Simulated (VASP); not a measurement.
# BaTiO3 (R-3m) in VASP: notebook, part 2 of 2

VASP 6.6.1. Earlier steps stand in the parts before.

## 4. Electric field gradients, PBE (equal xy, yz and zx shear strains of +3 %)

Input file INCAR:

```
PREC = Accurate
ENCUT = 520
EDIFF = 1E-8
ISMEAR = -1
SIGMA = 0.05
LREAL = False
LASPH = True
NELM = 80
ALGO = Normal
ISIF = 2
LWAVE = False
LCHARG = False
GGA = PE
LEFG = True
NBANDS = 28
```

Input file KPOINTS:

```
Automatic mesh
0
Gamma
  8 8 8
```

Input file POSCAR:

```
BaTiO3
1.0
    4.0073000000      0.0601095000      0.0601095000
    0.0601095000      4.0073000000      0.0601095000
    0.0601095000      0.0601095000      4.0073000000
Ba Ti O
1 1 3
Direct
    0.5000000000      0.5000000000      0.5000000000
    0.0000000000      0.0000000000      0.0000000000
    0.5000000000      0.0000000000      0.0000000000
    0.0000000000      0.5000000000      0.0000000000
    0.0000000000      0.0000000000      0.5000000000
```

Potentials or basis: VASP PAW PBE potentials, release 64 (Ba_sv, Ti_sv, O).

Command:

```console
cat potpaw_PBE.64/Ba_sv/POTCAR potpaw_PBE.64/Ti_sv/POTCAR potpaw_PBE.64/O/POTCAR > POTCAR
mpirun -np 1 vasp_std > vasp.out
```

OUTCAR:

```text
PREC = Accurate
   ENCUT = 520
   EDIFF = 1E-8
   ISMEAR = -1
   LREAL = False
   LASPH = True
   NELM = 80
   ISIF = 2
   GGA = PE

 ion  position               nearest neighbor table
   1  0.500  0.500  0.500-   3 2.79   4 2.79   3 2.79   5 2.79   4 2.79   5 2.79   5 2.88   5 2.88
                             4 2.88   3 2.88   4 2.88   3 2.88   2 3.44   2 3.44   2 3.44   2 3.44
   2  0.000  0.000  0.000-   5 2.00   5 2.00   3 2.00   4 2.00   4 2.00   3 2.00   1 3.44   1 3.44
                             1 3.44   1 3.44   1 3.44   1 3.44   1 3.57   1 3.57
   3  0.500  0.000  0.000-   2 2.00   2 2.00   1 2.79   1 2.79   1 2.88   1 2.88
   4  0.000  0.500  0.000-   2 2.00   2 2.00   1 2.79   1 2.79   1 2.88   1 2.88
   5  0.000  0.000  0.500-   2 2.00   2 2.00   1 2.79   1 2.79   1 2.88   1 2.88

  LATTYP: Found a trigonal (rhomboedric) cell.
 ALAT       =     4.0082015411
 COS(alpha) =     0.0302114049

  Lattice vectors:

 A1 = (   4.0073000000,   0.0601095000,   0.0601095000)
 A2 = (   0.0601095000,   4.0073000000,   0.0601095000)
 A3 = (   0.0601095000,   0.0601095000,   4.0073000000)

Analysis of symmetry for initial positions (statically):
=====================================================================
 Subroutine PRICEL returns:
 Original cell was already a primitive cell.

 Routine SETGRP: Setting up the symmetry group for a
 trigonal (rhombohedral) supercell.

 Subroutine GETGRP returns: Found 12 space group operations
 (whereof 12 operations were pure point group operations)
 out of a pool of 12 trial point group operations.

The static configuration has the point symmetry D_3d.

[... 924 lines left out ...]
  -------------------------------------------------------------------------------------
  Total        1.4128134      1.4128134      1.4128134     -1.4882019     -1.4882019     -1.4882019
  in kB       35.1989851     35.1989851     35.1989851    -37.0772221    -37.0772221    -37.0772221
  external PRESSURE =      35.1989851 kB  Pullay stress =       0.0000000 kB

 VOLUME and BASIS-vectors are now :
 -----------------------------------------------------------------------------
  energy-cutoff  :      520.00
  volume of cell :       64.31
      direct lattice vectors                 reciprocal lattice vectors
     4.007300000  0.060109500  0.060109500     0.249655266 -0.003689487 -0.003689487
     0.060109500  4.007300000  0.060109500    -0.003689487  0.249655266 -0.003689487
     0.060109500  0.060109500  4.007300000    -0.003689487 -0.003689487  0.249655266

 POSITION                                       TOTAL-FORCE (eV/Angst)
 -----------------------------------------------------------------------------------
      2.06376      2.06376      2.06376        -0.000000      0.000000      0.000000
      0.00000      0.00000      0.00000         0.000000     -0.000000      0.000000
      2.00365      0.03005      0.03005         0.000000     -0.000000     -0.000000
      0.03005      2.00365      0.03005         0.000000     -0.000000      0.000000
      0.03005      0.03005      2.00365        -0.000000     -0.000000      0.000000
 -----------------------------------------------------------------------------------
    total drift:                                0.000000     -0.000000      0.000000

  FREE ENERGIE OF THE ION-ELECTRON SYSTEM (eV)
  ---------------------------------------------------
  free  energy   TOTEN  =       -39.9047373727 eV

  energy  without entropy=      -39.9047373685  energy(sigma->0) =      -39.90473737

 Electric field gradients (V/A^2)
---------------------------------------------------------------------
 ion       V_xx      V_yy      V_zz      V_xy      V_xz      V_yz
---------------------------------------------------------------------
   1       0.000     0.000    -0.000    21.078    21.078    21.078
   2      -0.000    -0.000    -0.000    -5.444    -5.444    -5.444
   3      25.278   -12.639   -12.639     4.237     4.237    -0.154
   4     -12.639    25.278   -12.639     4.237    -0.154     4.237
   5     -12.639   -12.639    25.278    -0.154     4.237     4.237
---------------------------------------------------------------------

 Electric field gradients after diagonalization (V/A^2)
 (convention: |V_zz| > |V_xx| > |V_yy|)
----------------------------------------------------------------------
 ion       V_xx      V_yy      V_zz     asymmetry (V_yy - V_xx)/ V_zz
----------------------------------------------------------------------
   1     -21.078   -21.078    42.156       0.000
   2       5.444     5.444   -10.887       0.000
   3     -13.714   -12.485    26.199       0.047
   4     -13.714   -12.485    26.199       0.047
   5     -13.714   -12.485    26.199       0.047
----------------------------------------------------------------------

           NMR quadrupolar parameters

 Cq : quadrupolar parameter    Cq=e*Q*V_zz/h
 eta: asymmetry parameters     (V_yy - V_xx)/ V_zz
 Q  : nuclear electric quadrupole moment in mb (millibarn)
----------------------------------------------------------------------
 ion       Cq(MHz)       eta       Q (mb)
----------------------------------------------------------------------
   1       0.102       0.000       1.000
   2      -0.026       0.000       1.000
   3       0.063       0.047       1.000
   4       0.063       0.047       1.000
   5       0.063       0.047       1.000
----------------------------------------------------------------------
```

Wall time 69 s (1 thread of AMD EPYC 9R45 (Zen 5), shared host); peak memory 0.22 GiB.

What came out:

- Free energy: -39.9047 eV
- Pressure: 3.5 GPa
- Band gap on the k mesh: 1.64 eV (least direct gap 1.72 eV)
- Largest electric field gradient by atom: Ba +42.2; Ti -10.9; O +26.2 V/Å²

Stress tensor (GPa, compression positive):
```
 3.52 -3.71 -3.71
-3.71  3.52 -3.71
-3.71 -3.71  3.52
```

Levels at points of the mesh, in eV from the valence-band top:
```csv
k point,band 17,band 18,band 19,band 20,band 21,band 22,band 23,band 24
"(0.00, 0.00, 0.00)",-1.02,-0.36,-0.09,-0.09,1.64,1.64,1.79,3.83
"(0.50, 0.00, 0.00)",-1.92,-1.78,-0.89,-0.61,1.85,3.40,3.45,3.85
"(0.50, 0.50, 0.00)",-1.76,-0.96,-0.85,-0.11,3.39,3.45,3.84,4.68
"(0.50, 0.50, 0.50)",-2.35,-0.08,0.00,0.00,4.06,4.06,4.14,6.57
```

Electric field gradients, principal values (V/Å²):
```tsv
atom	least	middle	greatest (by size)
1 Ba	-21.078	-21.078	42.156
2 Ti	5.444	5.444	-10.887
3 O	-12.485	-13.714	26.199
4 O	-12.485	-13.714	26.199
5 O	-12.485	-13.714	26.199
```

Caveat: the cell differs from its parent crystal (equal xy, yz and zx shear strains of +3 %); the cell stands under pressure; without QUAD_EFG the Cq values of the log hold for a quadrupole moment of 1 mb, not for the nuclei; spin-orbit coupling is left out, which moves the levels of the heavy elements.

## 5. Electric field gradients, PBE (equal xy, yz and zx shear strains of -3 %)

Input file INCAR:

```
  ALGO = Normal
  EDIFF = 1E-8
  ENCUT = 520
  GGA = PE
  ISIF = 2
  ISMEAR = -1
  LASPH = True
  LCHARG = False
  LEFG = True
  LREAL = False
  LWAVE = False
  NBANDS = 28
  NELM = 60
  PREC = Accurate
  SIGMA = 0.05
```

Input file KPOINTS:

```
k-points
0
Gamma
  8 8 8
```

Edit POSCAR of step 4 so:

```diff
@@ -2,5 +2,5 @@
 1.0
-    4.0073000000      0.0601095000      0.0601095000
-    0.0601095000      4.0073000000      0.0601095000
-    0.0601095000      0.0601095000      4.0073000000
+    4.0073000000     -0.0601095000     -0.0601095000
+   -0.0601095000      4.0073000000     -0.0601095000
+   -0.0601095000     -0.0601095000      4.0073000000
 Ba Ti O
```

Potentials or basis: VASP PAW PBE potentials, release 64 (Ba_sv, Ti_sv, O).

Command:

```console
cat potpaw_PBE.64/Ba_sv/POTCAR potpaw_PBE.64/Ti_sv/POTCAR potpaw_PBE.64/O/POTCAR > POTCAR
mpirun -np 1 vasp_std > vasp.out
```

OUTCAR:

```text
EDIFF = 1E-8
   ENCUT = 520
   GGA = PE
   ISIF = 2
   ISMEAR = -1
   LASPH = True
   LREAL = False
   NELM = 60
   PREC = Accurate

 ion  position               nearest neighbor table
   1  0.500  0.500  0.500-   3 2.79   4 2.79   5 2.79   3 2.79   4 2.79   5 2.79   5 2.88   3 2.88
                             4 2.88   5 2.88   4 2.88   3 2.88   2 3.37   2 3.37   2 3.51   2 3.51
   2  0.000  0.000  0.000-   5 2.00   5 2.00   3 2.00   4 2.00   4 2.00   3 2.00   1 3.37   1 3.37
                             1 3.51   1 3.51   1 3.51   1 3.51   1 3.51   1 3.51
   3  0.500  0.000  0.000-   2 2.00   2 2.00   1 2.79   1 2.79   1 2.88   1 2.88
   4  0.000  0.500  0.000-   2 2.00   2 2.00   1 2.79   1 2.79   1 2.88   1 2.88
   5  0.000  0.000  0.500-   2 2.00   2 2.00   1 2.79   1 2.79   1 2.88   1 2.88

  LATTYP: Found a trigonal (rhomboedric) cell.
 ALAT       =     4.0082015411
[... 983 lines left out ...]
   4     -12.642    25.283   -12.642    -4.029     0.427    -4.029
   5     -12.642   -12.642    25.283     0.427    -4.029    -4.029
---------------------------------------------------------------------

 Electric field gradients after diagonalization (V/A^2)
 (convention: |V_zz| > |V_xx| > |V_yy|)
----------------------------------------------------------------------
 ion       V_xx      V_yy      V_zz     asymmetry (V_yy - V_xx)/ V_zz
----------------------------------------------------------------------
   1      17.534    17.534   -35.069       0.000
   2      -5.574    -5.574    11.148       0.000
   3     -13.069   -13.062    26.130       0.000
   4     -13.069   -13.062    26.130       0.000
   5     -13.069   -13.062    26.130       0.000
----------------------------------------------------------------------

           NMR quadrupolar parameters

 Cq : quadrupolar parameter    Cq=e*Q*V_zz/h
 eta: asymmetry parameters     (V_yy - V_xx)/ V_zz
 Q  : nuclear electric quadrupole moment in mb (millibarn)
----------------------------------------------------------------------
 ion       Cq(MHz)       eta       Q (mb)
----------------------------------------------------------------------
   1      -0.085       0.000       1.000
   2       0.027       0.000       1.000
   3       0.063       0.000       1.000
   4       0.063       0.000       1.000
   5       0.063       0.000       1.000
----------------------------------------------------------------------
```

OSZICAR:

```text
N       E                     dE             d eps       ncg     rms          rms(c)
DAV:   1     0.424503463896E+03    0.42450E+03   -0.20467E+04  3640   0.152E+03
DAV:   2    -0.911871157124E+01   -0.43362E+03   -0.41273E+03  4208   0.416E+02
DAV:   3    -0.490202465840E+02   -0.39902E+02   -0.39556E+02  4332   0.131E+02
DAV:   4    -0.509141804691E+02   -0.18939E+01   -0.18901E+01  5768   0.254E+01
DAV:   5    -0.509480955016E+02   -0.33915E-01   -0.33900E-01  4660   0.320E+00    0.228E+01
DAV:   6    -0.401198306904E+02    0.10828E+02   -0.57352E+01  5256   0.660E+01    0.987E+00
DAV:   7    -0.400725021997E+02    0.47328E-01   -0.10043E+01  4896   0.230E+01    0.660E+00
DAV:   8    -0.398957307322E+02    0.17677E+00   -0.62883E-01  4464   0.702E+00    0.344E+00
DAV:   9    -0.399329627000E+02   -0.37232E-01   -0.35900E-01  5168   0.504E+00    0.161E+00
DAV:  10    -0.399065406121E+02    0.26422E-01   -0.17725E-01  4300   0.434E+00    0.558E-01
DAV:  11    -0.399023476728E+02    0.41929E-02   -0.18717E-02  4972   0.905E-01    0.137E-01
DAV:  12    -0.399026215229E+02   -0.27385E-03   -0.21055E-03  4536   0.421E-01    0.150E-01
DAV:  13    -0.399023283278E+02    0.29320E-03   -0.95653E-04  4336   0.323E-01    0.200E-02
DAV:  14    -0.399023298239E+02   -0.14961E-05   -0.29490E-05  4540   0.374E-02    0.970E-03
DAV:  15    -0.399023303999E+02   -0.57604E-06   -0.32476E-06  4524   0.128E-02    0.254E-03
DAV:  16    -0.399023303448E+02    0.55144E-07   -0.61756E-07  5028   0.750E-03    0.124E-03
DAV:  17    -0.399023303999E+02   -0.55075E-07   -0.49041E-08  4056   0.218E-03    0.519E-04
DAV:  18    -0.399023303986E+02    0.12487E-08   -0.16170E-08  3132   0.112E-03
   1 F= -.39902330E+02 E0= -.39902330E+02  d E =-.468713E-08
```

It took 3.8 min on 1 thread of Intel Xeon 8259CL, shared host; peak memory 0.25 GiB.

Results:

```
Free energy                             : -39.9023 eV
Pressure                                : 3.5 GPa
Band gap on the k mesh                  : 1.57 eV (least direct gap 1.60 eV)
Largest electric field gradient by atom : Ba -35.1; Ti +11.1; O +26.1 V/Å²
```

Stress tensor (GPa, compression positive):
```
3.52 3.79 3.79
3.79 3.52 3.79
3.79 3.79 3.52
```

Electric field gradients, principal values (V/Å²):
| atom | least | middle | greatest (by size) |
| --- | --- | --- | --- |
| 1 Ba | 17.534 | 17.534 | -35.069 |
| 2 Ti | -5.574 | -5.574 | 11.148 |
| 3 O | -13.062 | -13.069 | 26.130 |
| 4 O | -13.062 | -13.069 | 26.130 |
| 5 O | -13.062 | -13.069 | 26.130 |

Caveat: the cell differs from its parent crystal (equal xy, yz and zx shear strains of -3 %); the cell stands under pressure; without QUAD_EFG the Cq values of the log hold for a quadrupole moment of 1 mb, not for the nuclei; spin-orbit coupling is left out, which moves the levels of the heavy elements.

## 6. Overview

| cell | gap on the mesh (eV) | pressure (GPa) |
| --- | --- | --- |
| a = 4.008 Å, angles 91.1°, 5 atoms | 1.63 | 3.4 |
| a = 4.007 Å, angles 89.4°, 5 atoms | 1.71 | 3.3 |
| a = 4.008 Å, angles 88.3°, 5 atoms | 1.64 | 3.5 |
| a = 4.008 Å, angles 91.7°, 5 atoms | 1.57 | 3.5 |

Alike in all rows: task electric field gradients; level PBE; potentials or basis VASP PAW PBE potentials, release 64 (Ba_sv, Ti_sv, O); no spin polarisation; k mesh 8 × 8 × 8; cutoff (eV) 520; smearing fermi-dirac 0.05 eV.

Caveats: the cell stands under pressure; spin-orbit coupling is left out, which moves the levels of the heavy elements.

Total energies depend on the potentials used, so only differences within one code and one set of settings carry meaning.
